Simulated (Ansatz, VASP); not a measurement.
One calculation of KMgF3, two programs

```
K Mg F
1.0
     3.44657    0.00000    0.00000
    -1.72328    2.98482    0.00000
     0.00000    0.00000    6.63653
K Mg F
1 1 3
Direct
  0.00000 0.00000 0.50000
  0.33333 0.66667 0.00000
  0.66667 0.33333 0.24637
  0.66667 0.33333 0.75363
  0.00000 0.00000 0.00000
```

Change from the starting cell: species swapped into the GaFe3As type (P-6m2, No. 187).

Alike in both runs: functional PBE; k mesh 3 × 3 × 3; occupations gaussian, width 0.15 eV; no spin polarisation.

Ansatz relaxed the structure, and its values are those at the end. VASP's run is a single point on that final structure, the one shown.

```csv
,VASP,Ansatz
version,VASP 6.6.1,Ansatz 0.2.0
potentials or method,"VASP PAW PBE potentials, release 64 (K_sv, Mg, F), cutoff 600 eV","scalar-relativistic, plane waves, PAW"
valence electrons in the cell,32,40
```

```csv
,VASP,Ansatz,Ansatz less VASP
gap on the k mesh at the Fermi level (eV),5.37,5.40,+0.033
least direct gap on the mesh (eV),5.42,5.45,+0.032
pressure (GPa),-0.2,0.2,+0.37
rms of the force components (eV/Å),0.010,0.003,-0.0069
```

VASP's potentials hold 32 valence electrons a cell and Ansatz's 40, so a difference there can come from the potentials and not from the codes.

The k mesh is coarse, so the values compare programs but aren't converged.
